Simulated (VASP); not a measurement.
## Zn: single point with LDA

Crystal: Zn.

```xyz
2
Lattice="2.5496 0.0000 0.0000 -1.2748 2.2080 0.0000 0.0000 0.0000 4.8652" Properties=species:S:1:pos:R:3 pbc="T T T"
Zn    0.0000    1.4720    1.2163
Zn    1.2748    0.7360    3.6489
```

* Program: VASP 6.6.1
* Task: single point
* Functional: LDA
* Potentials or basis: VASP PAW LDA potentials, release 64 (Zn)
* Cutoff: 520 eV
* k mesh: 15 × 15 × 8
* Occupations: fermi-dirac, width 0.15 eV
* Spin: no spin polarisation

```yaml
Pressure: 0.7 GPa
Band_gap_on_the_k_mesh: zero (band 12 reaches 5.39 eV, above the bottom of band 13 at 0.34 eV)
```

Stress tensor (GPa, compression positive):
```
0.89 0.00 0.00
0.00 0.89 0.00
0.00 0.00 0.44
```

Levels at points of the mesh, in eV from the Fermi level:
| k point | band 9 | band 10 | band 11 | band 12 | band 13 | band 14 | band 15 | band 16 |
| --- | --- | --- | --- | --- | --- | --- | --- | --- |
| (0.00, 0.00, 0.00) | -7.57 | -7.35 | -7.35 | -4.28 | -3.33 | 13.53 | 17.63 | 19.33 |
| (0.00, 0.00, 0.50) | -7.44 | -7.44 | -7.44 | -7.44 | 4.37 | 4.37 | 20.68 | 20.68 |

Wall time 29 s on 1 thread of Intel(R) Xeon(R) 6975P-C (Granite Rapids) (shared host), peak memory 0.16 GiB.
